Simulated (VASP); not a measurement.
# PbSe (I4/mmm) in VASP: a series of runs, part 2 of 2

VASP 6.6.1. The steps go on from the part before.

## Step 3: Single point, r2SCAN (uniaxial z strain -5.7%)

Input file POSCAR:

```
PbSe
1.0
    0.0000000000      3.0887022205      2.9114107130
    3.0887022205      0.0000000000      2.9114107130
    3.0887022205      3.0887022205      0.0000000000
Pb Se
1 1
Direct
    0.0000000000      0.0000000000      0.0000000000
    0.5000000000      0.5000000000      0.5000000000
```

Input file INCAR.step1:

```
SYSTEM = PbSe
PREC     = Accurate       ! precision mode
ENCUT    = 520            ! plane-wave cutoff, eV
ISMEAR   = -1             ! smearing method
SIGMA    = 0.02           ! smearing width, eV
LREAL    = .False.        ! projectors in reciprocal space
LASPH    = .True.         ! aspherical terms in the spheres
NELM     = 80             ! most SCF steps
NBANDS   = 17             ! bands
GGA      = PE             ! functional
ALGO     = Normal         ! electronic algorithm
EDIFF    = 1E-4           ! SCF threshold, eV
LWAVE    = .True.         ! write WAVECAR
LCHARG   = .False.        ! write CHGCAR
```

Input file INCAR.step2:

```
SYSTEM = PbSe
PREC     = Accurate       ! precision mode
ENCUT    = 520            ! plane-wave cutoff, eV
EDIFF    = 1E-6           ! SCF threshold, eV
ISMEAR   = -1             ! smearing method
SIGMA    = 0.02           ! smearing width, eV
LREAL    = .False.        ! projectors in reciprocal space
LASPH    = .True.         ! aspherical terms in the spheres
NELM     = 80             ! most SCF steps
ALGO     = Normal         ! electronic algorithm
ISIF     = 2              ! what is computed and relaxed
LWAVE    = .False.        ! write WAVECAR
LCHARG   = .False.        ! write CHGCAR
METAGGA  = R2SCAN         ! meta-GGA
LMIXTAU  = .True.       
NBANDS   = 17             ! bands
ISTART   = 1
```

Input file KPOINTS:

```
Automatic mesh
0
Gamma
  8 8 8
  0 0 0
```

Potentials or basis: VASP PAW PBE potentials, release 64 (Pb_d, Se).

The run is started by

```console
$ cat potpaw_PBE.64/Pb_d/POTCAR potpaw_PBE.64/Se/POTCAR > POTCAR
$ cp INCAR.step1 INCAR
$ mpirun -np 1 vasp_std > vasp.out
$ cp INCAR.step2 INCAR
$ mpirun -np 1 vasp_std > vasp.out
```

OUTCAR:

```text
SYSTEM = PbSe
   PREC = Accurate
   ENCUT = 520
   EDIFF = 1E-6
   ISMEAR = -1
   LREAL = .False.
   LASPH = .True.
   NELM = 80
   ISIF = 2
   METAGGA = R2SCAN
   ISTART = 1

 ion  position               nearest neighbor table
   1  0.000  0.000  0.000-   2 2.91   2 2.91   2 3.09   2 3.09   2 3.09   2 3.09
   2  0.500  0.500  0.500-   1 2.91   1 2.91   1 3.09   1 3.09   1 3.09   1 3.09

  LATTYP: Found a body centered tetragonal cell.
 ALAT       =     4.3680845704
 C/A-ratio  =     1.3330377039

  Lattice vectors:

 A1 = (   0.0000000000,  -3.0887022205,  -2.9114107130)
 A2 = (   0.0000000000,   3.0887022205,  -2.9114107130)
 A3 = (   3.0887022205,   0.0000000000,   2.9114107130)

Analysis of symmetry for initial positions (statically):
=====================================================================
 Subroutine PRICEL returns:
 Original cell was already a primitive cell.

 Routine SETGRP: Setting up the symmetry group for a
 body centered tetragonal supercell.

 Subroutine GETGRP returns: Found 16 space group operations
 (whereof 16 operations were pure point group operations)
 out of a pool of 16 trial point group operations.

The static configuration has the point symmetry D_4h.

Analysis of symmetry for dynamics (positions and initial velocities):
=====================================================================
 Subroutine PRICEL returns:
 Original cell was already a primitive cell.

 Routine SETGRP: Setting up the symmetry group for a
 body centered tetragonal supercell.

 Subroutine GETGRP returns: Found 16 space group operations
 (whereof 16 operations were pure point group operations)
 out of a pool of 16 trial point group operations.

The dynamic configuration has the point symmetry D_4h.

 Subroutine INISYM returns: Found 16 space group operations
 (whereof 16 operations are pure point group operations),
[... 105 lines left out ...]
   TEBEG  =    0.0;   TEEND  =   0.0 temperature during run
   PSTRESS=    0.0 pullay stress
   NELECT =      20.0000    total number of electrons
   NUPDOWN=      -1.0000    fix difference up-down
   EMIN   =  10.00;   EMAX   =-10.00  energy-range for DOS
   EFERMI =   0.00;   METHOD = LEGACY
   ISMEAR =    -1;   SIGMA  =   0.02  broadening in eV -4-tet -1-fermi 0-gaus
   EFERMI_NEDOS =   21; number of points for ismear=-14 and -15
   IALGO  =     38    algorithm
   IMIX   =      4    mixing-type and parameters
     AMIX     =   0.40;   BMIX     =  1.00
     AMIX_MAG =   1.60;   BMIX_MAG =  1.00
  volume/ion in A,a.u.               =      27.78       187.44
  Fermi-wavevector in a.u.,A,eV,Ry     =   1.164634  2.200840 18.454582  1.356373
  Thomas-Fermi vector in A             =   2.301170
   LORBIT       =      0    0 simple, 1 ext, 2 COOP (PROOUT), +10 PAW based schemes
   METAGGA = R2SCAN    functional components
   LHFCALC =     F    Hartree Fock is set to
   AEXX    =    0.0000 exact exchange contribution
   IVDW    =     0    specifies the selected vdW correction
   LEPSILON=     F    determine dielectric tensor
   LRPA    =     F    only Hartree local field effects (RPA)
 non-spin polarized calculation
  energy-cutoff  :      520.00
  volume of cell :       55.55
 maximum number of plane-waves:      1522
   NGX = 15   NGY = 15   NGZ = 17

 number of electron      20.0000004 magnetization

 Free energy of the ion-electron system (eV)
  ---------------------------------------------------
  ext. energy  EPLUGINS =         0.00000000
  ---------------------------------------------------
  free energy    TOTEN  =       -71.83778843 eV

  energy without entropy =      -71.83778714  energy(sigma->0) =      -71.83778778

 E-fermi :   5.6305     XC(G=0): -10.2213

 val. band max:        5.4618815377   @ k =   0.5000   0.0000   0.0000
 cond. band min:       5.7991840554   @ k =   0.5000   0.0000   0.0000
 fundamental gap:      0.3373025177
 Fermi energy:         5.6305328511

 k-point     1 :       0.0000    0.0000    0.0000
  band No.  band energies     occupation
      1     -12.2128      2.00000
      2     -12.2074      2.00000
      3     -12.1932      2.00000
      4     -12.1923      2.00000
      5     -12.1923      2.00000
      6      -9.1254      2.00000
[... 457 lines left out ...]
      4     -12.1799      2.00000
      5     -12.1594      2.00000
      6      -8.2483      2.00000
[... 9 lines left out ...]
     16      15.3704      0.00000
     17      17.1031      0.00000

 [... further k-points ...]
[... 5 lines left out ...]
  --------------------------------------------------------------------------------------
  -------------------------------------------------------------------------------------
  Total        0.2799643      0.2799643      3.7256293      0.0000000      0.0000000      0.0000000
  in kB        8.0747249      8.0747249    107.4545146      0.0000000      0.0000000      0.0000000
  external PRESSURE =      41.2013215 kB  Pullay stress =       0.0000000 kB

 VOLUME and BASIS-vectors are now :
 -----------------------------------------------------------------------------
  energy-cutoff  :      520.00
  volume of cell :       55.55
      direct lattice vectors                 reciprocal lattice vectors
     0.000000000  3.088702221  2.911410713    -0.161880286  0.161880286  0.171738050
     3.088702221  0.000000000  2.911410713     0.161880286 -0.161880286  0.171738050
     3.088702221  3.088702221  0.000000000     0.161880286  0.161880286 -0.171738050

 POSITION                                       TOTAL-FORCE (eV/Angst)
 -----------------------------------------------------------------------------------
      0.00000      0.00000      0.00000         0.000000     -0.000000     -0.000000
      3.08870      3.08870      2.91141        -0.000000      0.000000      0.000000
 -----------------------------------------------------------------------------------
    total drift:                                0.000000     -0.000000     -0.000000

  FREE ENERGIE OF THE ION-ELECTRON SYSTEM (eV)
  ---------------------------------------------------
  free  energy   TOTEN  =       -71.8377884255 eV

  energy  without entropy=      -71.8377871426  energy(sigma->0) =      -71.83778778
```

OUTCAR.step1:

```text
SYSTEM = PbSe
   PREC = Accurate
   ENCUT = 520
   ISMEAR = -1
   LREAL = .False.
   LASPH = .True.
[... 701 lines left out ...]
      0.00000      0.00000      0.00000         0.000000      0.000000      0.000000
      3.08870      3.08870      2.91141        -0.000000      0.000000      0.000000
 -----------------------------------------------------------------------------------
    total drift:                                0.000000     -0.000000     -0.000000

  FREE ENERGIE OF THE ION-ELECTRON SYSTEM (eV)
  ---------------------------------------------------
  free  energy   TOTEN  =        -8.0760988745 eV

  energy  without entropy=       -8.0758148651  energy(sigma->0) =       -8.07595687
```

It took 2.1 min on 1 thread of Intel Xeon Platinum 8488C (Sapphire Rapids), shared host; peak memory 0.22 GiB.

What came out:

```yaml
Free_energy: -71.8378 eV
Pressure: 4.1 GPa
Band_gap_on_the_k_mesh: 0.34 eV, direct
```

Stress tensor (GPa, compression positive):
```
 0.81  0.00  0.00
 0.00  0.81  0.00
 0.00  0.00 10.75
```

Caveat: the cell differs from its parent crystal (uniaxial z strain -5.7%); the PAW data sets were made with another functional, which shifts forces and pressure a little; spin-orbit coupling is left out, which moves the levels of the heavy elements. A k mesh can miss the band edges.
